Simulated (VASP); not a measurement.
Here is a VASP 6.6.1 calculation.

Contents of INCAR:

```
SYSTEM = Hg
PREC = Accurate
ENCUT = 520
EDIFF = 1E-6
ISMEAR = 0
SIGMA = 0.15
LREAL = .False.
LASPH = .True.
NELM = 100
ALGO = Normal
ISIF = 2
LWAVE = .False.
LCHARG = .True.
GGA = PE
IVDW = 12
LELF = .True.
LVHAR = .True.
NBANDS = 19
```

File KPOINTS:

```
Automatic mesh
0
Gamma
  18 18 10
  0 0 0
```

The input POSCAR:

```
Hg
1.0
    3.3535564490      0.0000000000      0.0000000000
   -1.6767782245      2.9042650779      0.0000000000
    0.0000000000      0.0000000000      5.8475437215
Hg
2
Direct
    0.6666666667      0.3333333333      0.7500000000
    0.3333333333      0.6666666667      0.2500000000
```

Potentials or basis: VASP PAW PBE potentials, release 64 (Hg).

The run is started by

```sh
$ cat potpaw_PBE.64/Hg/POTCAR > POTCAR
$ mpirun -np 1 vasp_std > vasp.out
```

Problem. What does it give for the pressure?

Solution. -1.0 GPa.

Problem. What does it give for the band gap on the k mesh?

Solution. Zero (band 12 reaches 1.01 eV, above the bottom of band 13 at 0.35 eV).

Problem. Predict the dispersion energy per atom.

Solution. -0.368 eV.

Stress tensor (GPa, compression positive):
```
-0.56  0.00  0.00
 0.00 -0.56  0.00
 0.00  0.00 -1.98
```

Caveat: spin-orbit coupling is left out, which moves the levels of the heavy elements; pairwise dispersion overbinds metals, which lowers pressure and volume.
